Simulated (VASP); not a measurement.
The system is InSe.

```
CELL_PARAMETERS angstrom
0.00000 3.91768 3.91768
3.91768 0.00000 3.91768
3.91768 3.91768 0.00000
ATOMIC_POSITIONS crystal
In 0.75000 0.75000 0.75000
In 0.50000 0.50000 0.50000
Se 0.25000 0.25000 0.25000
Se 0.00000 0.00000 0.00000
```

* Program: VASP 6.6.1
* Task: relaxation of cell and atoms
* Functional: PBE
* Potentials or basis: VASP PAW PBE potentials, release 64 (In_d, Se)
* Cutoff: 600 eV
* k mesh: 4 × 4 × 4
* Occupations: gaussian, width 0.1 eV
* Spin: no spin polarisation

At the start: pressure -4.5 GPa; volume 30.06 Å³/atom.

How do energy, volume and symmetry change on relaxing?

Over 3 steps the energy falls by 81.7 meV/atom and the volume is 25.36 Å³/atom (-15.7 %); space group Fd-3m (No. 227, to 0.05 Å).

Step by step:
```csv
step,energy change (eV),largest force (eV/Å),pressure (GPa),volume (Å³)
1,0.0000,0.0000,-4.54,120.26
2,-0.2985,0.0000,-1.75,106.03
3,-0.3267,0.0000,-0.16,101.43
```

Final structure:
```xyz
4
Lattice="0.0000 3.7016 3.7016 3.7016 0.0000 3.7016 3.7016 3.7016 0.0000" Properties=species:S:1:pos:R:3 pbc="T T T"
In    5.5523    5.5523    5.5523
In    3.7016    3.7016    3.7016
Se    1.8508    1.8508    1.8508
Se    0.0000    0.0000    0.0000
```

Caveat: the volume moved by over 15 % at a fixed basis, so the end points are rough.
